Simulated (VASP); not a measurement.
SnO: single point with PBE

SnO:

```
CELL_PARAMETERS angstrom
3.71259 0.00000 0.00000
0.00000 3.71259 0.00000
0.00000 0.00000 5.06794
ATOMIC_POSITIONS crystal
Sn 0.93536 0.50000 0.22869
Sn 0.56464 0.00000 0.77131
O 0.00688 0.00000 0.00000
O 0.49312 0.50000 0.00000
```

This cell differs from its parent crystal: atoms displaced along a vibrational mode, the cell strained.

```
Program             : VASP 6.6.1
Task                : single point
Functional          : PBE
Potentials or basis : VASP PAW PBE potentials, release 64 (Sn_d, O)
Cutoff              : 520 eV
k mesh              : 10 × 10 × 8
Occupations         : gaussian, width 0.05 eV
Spin                : no spin polarisation
```

```json
{
  "Pressure": "12.4 GPa",
  "Largest force": "2.685 eV/Å",
  "Band gap on the k mesh": "0.20 eV (least direct gap 1.98 eV)"
}
```

Forces in eV/Å, atoms in the order of the input:
```
Sn   1.957  0.000  1.838
Sn  -1.957  0.000 -1.838
O    0.788  0.000  0.678
O   -0.788  0.000 -0.678
```

Stress tensor (GPa, compression positive):
```
15.96  0.00  8.96
 0.00 11.20  0.00
 8.96  0.00 10.05
```

Levels at points of the mesh, in eV from the valence-band top:
| k point | band 17 | band 18 | band 19 | band 20 | band 21 | band 22 | band 23 | band 24 |
| --- | --- | --- | --- | --- | --- | --- | --- | --- |
| (0.00, 0.00, 0.00) | -3.97 | -3.40 | -3.40 | 0.00 | 1.98 | 3.49 | 4.86 | 5.28 |
| (0.50, 0.00, 0.00) | -5.41 | -5.03 | -3.50 | -2.33 | 2.57 | 3.09 | 5.82 | 5.84 |
| (0.00, 0.50, 0.00) | -5.15 | -5.15 | -2.95 | -2.95 | 2.70 | 2.70 | 5.62 | 5.62 |
| (0.50, 0.50, 0.00) | -2.77 | -2.77 | -2.12 | -2.12 | 0.20 | 0.20 | 4.08 | 4.08 |
| (0.00, 0.00, 0.50) | -3.45 | -3.42 | -3.39 | -2.77 | 1.62 | 3.12 | 3.83 | 4.06 |
| (0.50, 0.00, 0.50) | -5.36 | -5.03 | -2.37 | -1.64 | 2.08 | 2.20 | 4.93 | 6.38 |
| (0.00, 0.50, 0.50) | -5.16 | -5.16 | -2.04 | -2.04 | 2.15 | 2.15 | 5.64 | 5.64 |
| (0.50, 0.50, 0.50) | -2.78 | -2.78 | -2.64 | -2.64 | 2.28 | 2.28 | 3.47 | 3.47 |

Run time: 4.3 min on 1 thread of AMD EPYC 9R45 96-Core Processor (Zen 5) (shared host), peak memory 0.44 GiB.

Caveat: the cell differs from its parent crystal (atoms displaced along a vibrational mode, the cell strained); the cell stands under pressure; spin-orbit coupling is left out, which moves the levels of the heavy elements; forces of over 1 eV/Å act on the atoms, so gaps and moduli don't describe the material at rest. A k mesh can miss the band edges.
